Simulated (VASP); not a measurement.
Runs of VASP 6.6.1 on LiH. Symmetry: Pm-3m, No. 221, cubic system. Conventional cell: a = 2.502 Å, b = 2.502 Å, c = 2.502 Å, α = 90.00°, β = 90.00°, γ = 90.00°. Within 2.9 Å of Li (site symmetry m-3m) lie 8 H at 2.17 Å and 6 Li at 2.50 Å. Within 2.9 Å of H (site symmetry m-3m) lie 8 Li at 2.17 Å and 6 H at 2.50 Å. 

```tsv
level	potentials or basis	k mesh	grid for exact exchange (PRECFOCK)	screening parameter	gap on the mesh (eV)
PBE	VASP PAW PBE potentials, release 64 (Li_sv, H)	8 × 8 × 8	-	-	(b)
HSE06	VASP PAW PBE potentials, release 64 (Li_sv, H)	6 × 6 × 6	Normal	0.2079 1/Å	1.43
r2SCAN	VASP PAW PBE potentials, release 64 (Li_sv, H)	6 × 6 × 6	-	-	(a)
LDA	VASP PAW LDA potentials, release 64 (Li_sv, H)	6 × 6 × 6	-	-	0.36
PBE	VASP PAW PBE potentials, release 64 (Li_sv, H)	6 × 6 × 6	-	-	0.72
```

Alike in all rows: task single point; no spin polarisation; cell as given; cutoff (eV) 520; smearing gaussian 0.01 eV.

Task: Fill in the values left out.

Result: (a) 1.29; (b) 0.73.

A k mesh can miss the band edges.
